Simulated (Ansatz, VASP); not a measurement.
## Two plane-wave programs on TaMnB4

```
Ta Mn B
1.0
     3.04533    0.00000    0.00000
    -1.52266    2.63733    0.00000
     0.00000    0.00000    6.34408
Ta Mn B
1 1 4
Direct
  0.00000 0.00000 0.50000
  0.00000 0.00000 0.00000
  0.33333 0.66667 0.76464
  0.33333 0.66667 0.23536
  0.66667 0.33333 0.76464
  0.66667 0.33333 0.23536
```

Change from the starting cell: species swapped into the TiB4Mo type (P6/mmm, No. 191).

Alike in both runs: functional PBE; k mesh 6 × 6 × 4; occupations gaussian, width 0.1 eV; collinear spin.

Ansatz relaxed the structure, and its values are those at the end. VASP's run is a single point on that final structure, the one shown.

|  | VASP | Ansatz |
| --- | --- | --- |
| version | VASP 6.6.1 | Ansatz 0.2.0 |
| potentials or method | VASP PAW PBE potentials, release 64 (Ta_pv, Mn_pv, B), cutoff 520 eV | scalar-relativistic, plane waves, PAW |
| valence electrons in the cell | 36 | 40 |

Ansatz gave:

| Item | Value |
| --- | --- |
| gap on the k mesh at the Fermi level (eV) | none |
| pressure (GPa) | 0.1 |
| rms of the force components (eV/Å) | 0.002 |
| net moment per atom (μB) | 0.42 |
| size of the moment on the site where the two differ most (μB) | 2.35 |

**Question.** Which values does VASP return?

**Answer.** gap on the k mesh at the Fermi level (eV): none; pressure (GPa): 0.4; rms of the force components (eV/Å): 0.003; net moment per atom (μB): 0.42; size of the moment on the site where the two differ most (μB): 2.46.

Site moments also hang on the region over which each program counts them. A gap of «none» marks a metal or a gap that the smearing closes. VASP's potentials hold 36 valence electrons a cell and Ansatz's 40, so a difference there can come from the potentials and not from the codes.

The k mesh is coarse, so the values compare programs but aren't converged. Neither program's run includes spin-orbit coupling.
